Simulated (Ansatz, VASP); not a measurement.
## KHf3O2 in VASP and in Ansatz

```xyz
6
Lattice="3.5066 0.0000 0.0000 0.0000 3.5066 0.0000 0.0000 0.0000 11.1037" Properties=species:S:1:pos:R:3 pbc="T T T"
K     0.0000    0.0000    0.0000
Hf    1.7533    1.7533    1.9844
Hf    1.7533    1.7533    5.5518
Hf    1.7533    1.7533    9.1192
O     0.0000    0.0000    3.7024
O     0.0000    0.0000    7.4012
```

Change from the starting cell: species swapped into the Pr3MgAl2 type (P4/mmm, No. 123).

Alike in both runs: task relaxation of cell and atoms; functional PBE; k mesh 6 × 6 × 2; occupations gaussian, width 0.1 eV; no spin polarisation.

```csv
,VASP,Ansatz
version,VASP 6.6.1,Ansatz 0.2.0
potentials or method,"VASP PAW PBE potentials, release 64 (K_sv, Hf_pv, O), cutoff 600 eV","scalar-relativistic, plane waves, PAW"
valence electrons in the cell,51,99
```

Ansatz gave:

```
gap on the k mesh at the Fermi level, each at its own relaxed structure (eV) : none
relaxed volume (Å³/atom)                                                     : 19.08
relaxed cell length with the largest relative difference (Å)                 : 3.029
```

Task: Which values does VASP return?

Result: gap on the k mesh at the Fermi level, each at its own relaxed structure (eV): none; relaxed volume (Å³/atom): 19.01; relaxed cell length with the largest relative difference (Å): 3.023.

A gap of «none» marks a metal or a gap that the smearing closes. VASP's potentials hold 51 valence electrons a cell and Ansatz's 99, so a difference there can come from the potentials and not from the codes.

Spin-orbit coupling is off throughout. Noted on VASP's run: the volume moved by over 15 % at a fixed basis, so the end points are rough.
